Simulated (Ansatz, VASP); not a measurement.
## InP in VASP and in Ansatz

INCAR

```
SYSTEM = InP
PREC = Accurate
ENCUT = 520
EDIFF = 1E-7
ISMEAR = 0
SIGMA = 0.05
LREAL = .False.
LASPH = .True.
NELM = 100
ALGO = Normal
ISIF = 2
LWAVE = .False.
LCHARG = .False.
GGA = CA
NBANDS = 16
```

KPOINTS

```
Automatic mesh
0
Gamma
  8 8 8
  0 0 0
```

File POSCAR:

```
InP
1.0
    0.0000000000      2.9226186007      2.9226186007
    2.9226186007      0.0000000000      2.9226186007
    2.9226186007      2.9226186007      0.0000000000
In P
1 1
Direct
    0.0000000000      0.0000000000      0.0000000000
    0.7500000000      0.7500000000      0.7500000000
```

Input for Ansatz:

```yaml
crystal:
  lattice:
    - [0.0, 2.9226186007, 2.9226186007]
    - [2.9226186007, 0.0, 2.9226186007]
    - [2.9226186007, 2.9226186007, 0.0]
  atoms:
    - { symbol: In, position: [0.0, 0.0, 0.0] }
    - { symbol: P, position: [0.75, 0.75, 0.75] }
basis:
  ecutwfc: 420
  ecutrho_ratio: 4
kpoints:
  mp_grid: { grid: [8, 8, 8] }
hamiltonian:
  xc: lda
scf:
  occupations: { method: gaussian, width: 0.05 }
output:
  forces: true
  stress: true
  eigenvalues: true
```

Alike in both runs: task single point; functional LDA; k mesh 8 × 8 × 8; occupations gaussian, width 0.05 eV; no spin polarisation.

|  | VASP | Ansatz |
| --- | --- | --- |
| version | VASP 6.6.1 | Ansatz 0.2.0 |
| potentials or method | VASP PAW LDA potentials, release 64 (In_d, P), cutoff 520 eV | scalar-relativistic, plane waves, PAW |
| valence electrons in the cell | 18 | 18 |

|  | VASP | Ansatz | Ansatz less VASP |
| --- | --- | --- | --- |
| gap on the k mesh at the Fermi level (eV) | 0.55 | 0.53 | -0.029 |
| least direct gap on the mesh (eV) | 0.55 | 0.53 | -0.029 |
| pressure (GPa) | -0.6 | -0.7 | -0.02 |

LDA's correlation is that of Perdew and Zunger in VASP and of Perdew and Wang (1992) in Ansatz.
